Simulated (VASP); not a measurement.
# Cr (Pm-3m) in VASP: further runs, part 2 of 2

VASP 6.6.1. Earlier steps stand in the parts before.

### 4 Single point, RPBE, collinear spin, ferromagnetic start (volume scaled by 0.96)

File INCAR:

```
SYSTEM = Cr
PREC = Accurate
ENCUT = 520
EDIFF = 1E-6
ISMEAR = -1
SIGMA = 0.05
LREAL = .False.
LASPH = .True.
NELM = 150
ALGO = Normal
ISIF = 2
LWAVE = .False.
LCHARG = .False.
ISPIN = 2
MAGMOM = 1.5
LORBIT = 11
LMAXMIX = 4
GGA = RP
NBANDS = 16
```

File KPOINTS:

```
regular mesh
0
Gamma
  15 15 15
  0 0 0
```

File POSCAR:

```
Cr
1.0
    2.3240947620      0.0000000000      0.0000000000
    0.0000000000      2.3240947620      0.0000000000
    0.0000000000      0.0000000000      2.3240947620
Cr
1
Direct
    0.0000000000      0.0000000000      0.0000000000
```

Potentials or basis: VASP PAW PBE potentials, release 64 (Cr_pv).

On the command line:

```bash
$ cat potpaw_PBE.64/Cr_pv/POTCAR > POTCAR
$ mpirun -np 1 vasp_std > vasp.out
```

OUTCAR:

```text
SYSTEM = Cr
   PREC = Accurate
   ENCUT = 520
   EDIFF = 1E-6
   ISMEAR = -1
   LREAL = .False.
   LASPH = .True.
   NELM = 150
   ISIF = 2
   ISPIN = 2
   LORBIT = 11
   GGA = RP

 ion  position               nearest neighbor table
   1  0.000  0.000  0.000-

  LATTYP: Found a simple cubic cell.
 ALAT       =     2.3240947620

  Lattice vectors:

 A1 = (   2.3240947620,   0.0000000000,   0.0000000000)
 A2 = (   0.0000000000,   2.3240947620,   0.0000000000)
 A3 = (   0.0000000000,   0.0000000000,   2.3240947620)

Analysis of symmetry for initial positions (statically):
=====================================================================
 Subroutine PRICEL returns:
 Original cell was already a primitive cell.

 Routine SETGRP: Setting up the symmetry group for a
 simple cubic supercell.

 Subroutine GETGRP returns: Found 48 space group operations
 (whereof 48 operations were pure point group operations)
 out of a pool of 48 trial point group operations.

The static configuration has the point symmetry O_h .

Analysis of symmetry for dynamics (positions and initial velocities):
=====================================================================
 Subroutine PRICEL returns:
[... 185 lines left out ...]
      6       6.7763      1.00000
[... 435 lines left out ...]
      5       7.7736      1.00000
      6       9.0410      1.00000
[... 8 lines left out ...]
     15      36.8619      0.00000
     16      43.3773      0.00000

 [... further k-points ...]

 spin component 2

 k-point     1 :       0.0000    0.0000    0.0000
  band No.  band energies     occupation
      1     -32.5328      1.00000
      2     -32.5328      1.00000
      3     -32.5328      1.00000
      4       2.6030      1.00000
      5       6.7782      1.00000
      6       6.7782      1.00000
[... 435 lines left out ...]
      5       7.7755      1.00000
      6       9.0428      1.00000
[... 8 lines left out ...]
     15      36.8630      0.00000
     16      43.3786      0.00000

 [... further k-points ...]
[... 5 lines left out ...]
  --------------------------------------------------------------------------------------
  -------------------------------------------------------------------------------------
  Total        0.6857120      0.6857120      0.6857120      0.0000000      0.0000000      0.0000000
  in kB       87.5166857     87.5166857     87.5166857      0.0000000      0.0000000      0.0000000
  external PRESSURE =      87.5166857 kB  Pullay stress =       0.0000000 kB

 VOLUME and BASIS-vectors are now :
 -----------------------------------------------------------------------------
  energy-cutoff  :      520.00
  volume of cell :       12.55
      direct lattice vectors                 reciprocal lattice vectors
     2.324094762  0.000000000  0.000000000     0.430275054  0.000000000  0.000000000
     0.000000000  2.324094762  0.000000000     0.000000000  0.430275054  0.000000000
     0.000000000  0.000000000  2.324094762     0.000000000  0.000000000  0.430275054

 POSITION                                       TOTAL-FORCE (eV/Angst)
 -----------------------------------------------------------------------------------
      0.00000      0.00000      0.00000         0.000000      0.000000      0.000000
 -----------------------------------------------------------------------------------
    total drift:                               -0.000000      0.000000      0.000000

  FREE ENERGIE OF THE ION-ELECTRON SYSTEM (eV)
  ---------------------------------------------------
  free  energy   TOTEN  =        -7.9610375532 eV

  energy  without entropy=       -7.9442872849  energy(sigma->0) =       -7.95266242

 total charge

# of ion       s       p       d       tot
------------------------------------------
    1        0.461   6.307   4.360  11.129

 magnetization (x)

# of ion       s       p       d       tot
------------------------------------------
    1        0.000   0.000   0.002   0.002
```

OSZICAR:

```text
N       E                     dE             d eps       ncg     rms          rms(c)
DAV:   1     0.843851214756E+02    0.84385E+02   -0.62508E+03  7896   0.846E+02
DAV:   2    -0.712595173883E+01   -0.91511E+02   -0.86773E+02  8248   0.244E+02
DAV:   3    -0.866670394969E+01   -0.15408E+01   -0.15386E+01  8680   0.355E+01
DAV:   4    -0.867272616297E+01   -0.60222E-02   -0.60221E-02  8624   0.220E+00
DAV:   5    -0.867277608028E+01   -0.49917E-04   -0.49916E-04  8896   0.180E-01    0.118E+01
DAV:   6    -0.795322330191E+01    0.71955E+00   -0.16850E+00  8520   0.200E+01    0.227E+00
DAV:   7    -0.796064574234E+01   -0.74224E-02   -0.43033E-02  7912   0.202E+00    0.147E+00
DAV:   8    -0.796081292830E+01   -0.16719E-03   -0.22129E-03  8944   0.546E-01    0.824E-01
DAV:   9    -0.796082893742E+01   -0.16009E-04   -0.14310E-03  8368   0.359E-01    0.141E-01
DAV:  10    -0.796095760690E+01   -0.12867E-03   -0.14822E-04  8328   0.123E-01    0.603E-02
DAV:  11    -0.796097544372E+01   -0.17837E-04   -0.18021E-05  8528   0.285E-02    0.391E-02
DAV:  12    -0.796099632382E+01   -0.20880E-04   -0.63450E-06  8816   0.318E-02    0.217E-02
DAV:  13    -0.796101293176E+01   -0.16608E-04   -0.50909E-06  8272   0.185E-02    0.187E-02
DAV:  14    -0.796103359644E+01   -0.20665E-04   -0.14429E-05  8400   0.392E-02    0.630E-03
DAV:  15    -0.796103727354E+01   -0.36771E-05   -0.46328E-06  8736   0.167E-02    0.211E-03
DAV:  16    -0.796103755323E+01   -0.27970E-06   -0.49000E-07  4800   0.484E-03
   1 F= -.79610376E+01 E0= -.79526624E+01  d E =-.167503E-01  mag=     0.0005
```

stdout:

```text
POSCAR found type information on POSCAR Cr
 POSCAR found :  1 types and       1 ions
 scaLAPACK will be used
 -----------------------------------------------------------------------------
|                                                                             |
|                                                                             |
|     You enforced a specific xc type in the INCAR file but a different       |
|     I HOPE YOU KNOW WHAT YOU ARE DOING!                                     |
|                                                                             |
 -----------------------------------------------------------------------------

 LDA part: xc-table for (Slater+PW92), standard interpolation
 POSCAR, INCAR and KPOINTS ok, starting setup
 FFT: planning ... GRIDC
 FFT: planning ... GRID_SOFT
 FFT: planning ... GRID
 WAVECAR not read
 entering main loop
```

It took 77 s on 1 thread of Intel Xeon 8259CL, shared host; peak memory 0.15 GiB.

Results:

```yaml
Free_energy: -7.9610 eV
Pressure: 8.8 GPa
Band_gap_on_the_k_mesh: zero (filled and empty bands overlap)
Net_moment: 0.00 μB per cell
Valence_electrons_inside_the_program's_atomic_spheres: Cr 11.13
```

Caveat: the starting moments collapsed, and a magnetic state may lie lower; the PAW data sets were made with another functional, which shifts forces and pressure a little.
